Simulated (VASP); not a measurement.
# C: electric field gradients with PBEsol

C:

```
CELL_PARAMETERS angstrom
1.22803 0.70900 3.34701
-1.22803 0.70900 3.34701
0.00000 -1.41800 3.34701
ATOMIC_POSITIONS crystal
C 0.16400 0.16400 0.16400
C 0.83600 0.83600 0.83600
```

```json
{
 "Program": "VASP 6.6.1",
 "Task": "electric field gradients",
 "Functional": "PBEsol",
 "Potentials or basis": "VASP PAW PBE potentials, release 64 (C)",
 "Cutoff": "520 eV",
 "k mesh": "17 × 17 × 17",
 "Occupations": "fermi-dirac, width 0.03 eV",
 "Spin": "no spin polarisation",
 "Dipole correction": "no",
 "Further INCAR settings": "ALGO = Normal; EDIFF = 1e-08; NBANDS = 11"
}
```

* Pressure: 1.8 GPa
* Largest force: 0.870 eV/Å
* Band gap on the k mesh: 0.38 eV, direct

Forces in eV/Å, atoms in the order of the input:
```
C    0.000  0.000  0.870
C    0.000  0.000 -0.870
```

Stress tensor (GPa, compression positive):
```
2.35 0.00 0.00
0.00 2.35 0.00
0.00 0.00 0.85
```

Levels at points of the mesh, in eV from the valence-band top:
```tsv
k point	band 2	band 3	band 4	band 5	band 6	band 7
(0.00, 0.00, 0.00)	-6.47	-2.79	-2.79	4.10	8.55	8.55
```

Electric field gradients, principal values (V/Å²):
```csv
atom,least,middle,greatest (by size)
1 C,-16.040,-16.040,32.080
2 C,-16.040,-16.040,32.080
```

It took 110 s on 1 thread of Intel(R) Xeon(R) Platinum 8488C (Sapphire Rapids) (shared host), peak memory 0.2 GiB.

Caveat: without QUAD_EFG the Cq values of the log hold for a quadrupole moment of 1 mb, not for the nuclei; the PAW data sets were made with another functional, which shifts forces and pressure a little. A k mesh can miss the band edges.
